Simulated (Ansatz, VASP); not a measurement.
# Two plane-wave programs on GaSb

File INCAR:

```
PREC     = Accurate       # precision mode
ENCUT    = 520            # plane-wave cutoff, eV
EDIFF    = 1E-6           # SCF threshold, eV
ISMEAR   = 0              # smearing method
SIGMA    = 0.15           # smearing width, eV
LREAL    = False          # projectors in reciprocal space
LASPH    = True           # aspherical terms in the spheres
NELM     = 60             # most SCF steps
ALGO     = Normal         # electronic algorithm
ISIF     = 2              # what is computed and relaxed
LWAVE    = False          # write WAVECAR
LCHARG   = True           # write CHGCAR
LELF     = True           # ELF
LVHAR    = True         
NBANDS   = 16             # bands
```

The input KPOINTS:

```
regular mesh
0
Gamma
  18 18 18
```

POSCAR

```
GaSb
1.0
   -1.6042611707      2.4833080606      2.7792473442
    1.6042611707     -2.4833080606      2.7792473442
    1.6042611707      2.4833080606     -2.7792473442
Ga Sb
1 1
Direct
    0.0000000000      0.0000000000      0.0000000000
    0.5000000000      0.5000000000      0.0000000000
```

Input for Ansatz:

```yaml
crystal:
  lattice:
    - [-1.6042611707, 2.4833080606, 2.7792473442]
    - [1.6042611707, -2.4833080606, 2.7792473442]
    - [1.6042611707, 2.4833080606, -2.7792473442]
  atoms:
    - { symbol: Ga, position: [0.0, 0.0, 0.0] }
    - { symbol: Sb, position: [0.5, 0.5, 0.0] }
basis:
  ecutwfc: 420
kpoints:
  mp_grid: { grid: [18, 18, 18] }
hamiltonian:
  xc: lda
  pseudopotentials: { kind: paw, azcp: { folder: soft_1 } }
scf:
  occupations: { method: gaussian, width: 0.15 }
output:
  forces: true
  stress: true
  eigenvalues: true
```

Change from the starting cell: volume 22.144 Å^3 an atom, stretch along a over the lengths across it, relative to the relaxed cell 1.0271.

Alike in both runs: task single point; functional LDA; k mesh 18 × 18 × 18; occupations gaussian, width 0.15 eV; no spin polarisation.

|  | VASP | Ansatz |
| --- | --- | --- |
| version | VASP 6.6.1 | Ansatz 0.2.0 |
| potentials or method | VASP PAW LDA potentials, release 64 (Ga_d, Sb), cutoff 520 eV | scalar-relativistic, plane waves, PAW |
| valence electrons in the cell | 18 | 28 |

```tsv
	VASP	Ansatz	Ansatz less VASP
gap on the k mesh at the Fermi level (eV)	none	none	-
pressure (GPa)	0.2	0.1	-0.12
traceless stress, the component that is largest in VASP (GPa)	1.16	1.14	-0.012
```

Ansatz warns that its potentials were made for another functional, while VASP's fit it. LDA's correlation is that of Perdew and Zunger in VASP and of Perdew and Wang (1992) in Ansatz. A gap of «none» marks a metal or a gap that the smearing closes. VASP's potentials hold 18 valence electrons a cell and Ansatz's 28, so a difference there can come from the potentials and not from the codes.

Spin-orbit coupling is off throughout.
